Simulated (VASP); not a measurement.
Set up this calculation in VASP 6.6.1, as the native input.

| Quantity | Value |
| --- | --- |
| Task | single point |
| Functional | PBE |
| Potentials or basis | VASP PAW PBE potentials, release 64 (Ru_pv, Se) |
| Cutoff | 520 eV |
| k mesh | 10 × 10 × 10 |
| Occupations | gaussian, width 0.05 eV |
| Spin | no spin polarisation |
| Dipole correction | no |
| Further INCAR settings | ALGO = Normal; EDIFF = 1e-06; NBANDS = 17 |

The structure of RuSe lies in POSCAR:

```
RuSe
1.0
    0.0000000000      2.8872132262      2.8872132262
    2.8872132262      0.0000000000      2.8872132262
    2.8872132262      2.8872132262      0.0000000000
Ru Se
1 1
Direct
    0.0000000000      0.0000000000      0.0000000000
    0.2500000000      0.2500000000      0.2500000000
```

The input as run:

INCAR

```
ALGO     = Normal         # electronic algorithm
EDIFF    = 1E-6           # SCF threshold, eV
ENCUT    = 520            # plane-wave cutoff, eV
GGA      = PE             # functional
ISIF     = 2              # what is computed and relaxed
ISMEAR   = 0              # smearing method
LASPH    = True           # aspherical terms in the spheres
LCHARG   = False          # write CHGCAR
LREAL    = False          # projectors in reciprocal space
LWAVE    = False          # write WAVECAR
NBANDS   = 17             # bands
NELM     = 100            # most SCF steps
PREC     = Accurate       # precision mode
SIGMA    = 0.05           # smearing width, eV
```

KPOINTS

```
k-points
0
Gamma
  10 10 10
```

Potentials or basis: VASP PAW PBE potentials, release 64 (Ru_pv, Se).

Command:

```console
$ cat potpaw_PBE.64/Ru_pv/POTCAR potpaw_PBE.64/Se/POTCAR > POTCAR
$ mpirun -np 1 vasp_std > vasp.out
```

It gave:

* Pressure: -11.8 GPa
* Band gap on the k mesh: zero (band 10 reaches 6.38 eV, above the bottom of band 11 at 4.42 eV)

Run time: 57 s on 1 thread of AMD EPYC 7R13 (shared host), peak memory 0.16 GiB.
